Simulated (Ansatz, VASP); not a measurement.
# Two plane-wave programs on NbAs

```
CELL_PARAMETERS angstrom
0.00000 2.63777 2.63777
2.63777 0.00000 2.63777
2.63777 2.63777 0.00000
ATOMIC_POSITIONS crystal
Nb 0.50000 0.50000 0.50000
As 0.99621 0.00379 0.00379
```

Alike in both runs: task single point; functional PBE; k mesh 12 × 12 × 12; occupations gaussian, width 0.05 eV; no spin polarisation.

|  | VASP | Ansatz |
| --- | --- | --- |
| version | VASP 6.6.1 | Ansatz 0.2.0 |
| potentials or method | VASP PAW PBE potentials, release 64 (Nb_sv, As), cutoff 520 eV | scalar-relativistic, plane waves, PAW |
| valence electrons in the cell | 18 | 28 |

```tsv
	VASP	Ansatz	Ansatz less VASP
gap on the k mesh at the Fermi level (eV)	none	none	-
pressure (GPa)	-0.1	-0.1	-0.03
traceless stress, the component that is largest in VASP (GPa)	0.07	0.07	0.000
rms of the force components (eV/Å)	0.076	0.075	-0.0004
```

Atom by atom the forces differ by 0.000 eV/Å (rms over components). A gap of «none» marks a metal or a gap that the smearing closes. VASP's potentials hold 18 valence electrons a cell and Ansatz's 28, so a difference there can come from the potentials and not from the codes.
